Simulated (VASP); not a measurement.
Input of a VASP 6.6.1 run:

INCAR

```
SYSTEM = MgB2
PREC = Accurate
ENCUT = 520
EDIFF = 1E-6
ISMEAR = 0
SIGMA = 0.1
LREAL = .False.
LASPH = .True.
NELM = 100
ALGO = Normal
ISIF = 2
LWAVE = .False.
LCHARG = .True.
GGA = PS
LELF = .True.
LVHAR = .True.
NBANDS = 11
```

The input KPOINTS:

```
Automatic mesh
0
Gamma
  15 15 12
  0 0 0
```

Contents of POSCAR:

```
MgB2
1.0
    3.2270649880      0.0000000000      0.0000000000
   -1.6135324940      2.7947202593      0.0000000000
    0.0000000000      0.0000000000      3.3681641500
Mg B
1 2
Direct
    0.0000000000      0.0000000000      0.0000000000
    0.3333333333      0.6666666667      0.5000000000
    0.6666666667      0.3333333333      0.5000000000
```

Potentials or basis: VASP PAW PBE potentials, release 64 (Mg, B).

The run is started by

```console
$ cat potpaw_PBE.64/Mg/POTCAR potpaw_PBE.64/B/POTCAR > POTCAR
$ mpirun -np 1 vasp_std > vasp.out
```

Q: Estimate the band gap on the k mesh.

A: Zero (band 4 reaches 7.13 eV, above the bottom of band 5 at 2.78 eV).

Q: Estimate the pressure.

A: -12.1 GPa.

Stress tensor (GPa, compression positive):
```
-20.04   0.00   0.00
  0.00 -20.04   0.00
  0.00   0.00   3.80
```

Caveat: the cell differs from its parent crystal (strained); the PAW data sets were made with another functional, which shifts forces and pressure a little.
